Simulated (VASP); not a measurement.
## MgS: single point with PBE-based screened hybrid with 25 % exact exchange

MgS:

```
CELL_PARAMETERS angstrom
0.06676 2.51847 2.70689
3.05218 0.19366 2.57999
3.39229 2.73167 -0.14645
ATOMIC_POSITIONS crystal
Mg 0.99604 0.00489 0.00570
S 0.75396 0.74511 0.74430
```

```
Program             : VASP 6.6.1
Task                : single point
Functional          : PBE-based screened hybrid with 25 % exact exchange
Potentials or basis : VASP PAW PBE potentials, release 64 (Mg, S)
Cutoff              : 520 eV
k mesh              : 5 × 5 × 4
Occupations         : fermi-dirac, width 0.05 eV
Spin                : no spin polarisation
```

```json
{
 "Pressure": "3.8 GPa",
 "Largest force": "1.767 eV/Å",
 "Band gap on the k mesh": "3.38 eV (least direct gap 3.47 eV)"
}
```

Forces on the atoms (eV/Å):
```
Mg  -0.991  0.853 -1.189
S    0.991 -0.853  1.189
```

Stress tensor (GPa, compression positive):
```
-0.45 -8.57  6.28
-8.57  5.48 -2.85
 6.28 -2.85  6.28
```

Levels at points of the mesh, in eV from the valence-band top:
| k point | band 2 | band 3 | band 4 | band 5 | band 6 | band 7 |
| --- | --- | --- | --- | --- | --- | --- |
| (0.00, 0.00, 0.00) | -0.93 | -0.43 | -0.09 | 3.38 | 7.39 | 8.50 |
| (0.00, 0.00, 0.50) | -4.07 | -1.03 | 0.00 | 5.68 | 8.06 | 8.64 |

It took 9.4 min on 1 thread of Intel(R) Xeon(R) 6975P-C (Granite Rapids), with other jobs on the host, peak memory 0.3 GiB.

Caveat: the k points lie up to 0.42 Å⁻¹ apart; the PAW data sets were made with another functional, which shifts forces and pressure a little. A k mesh can miss the band edges.
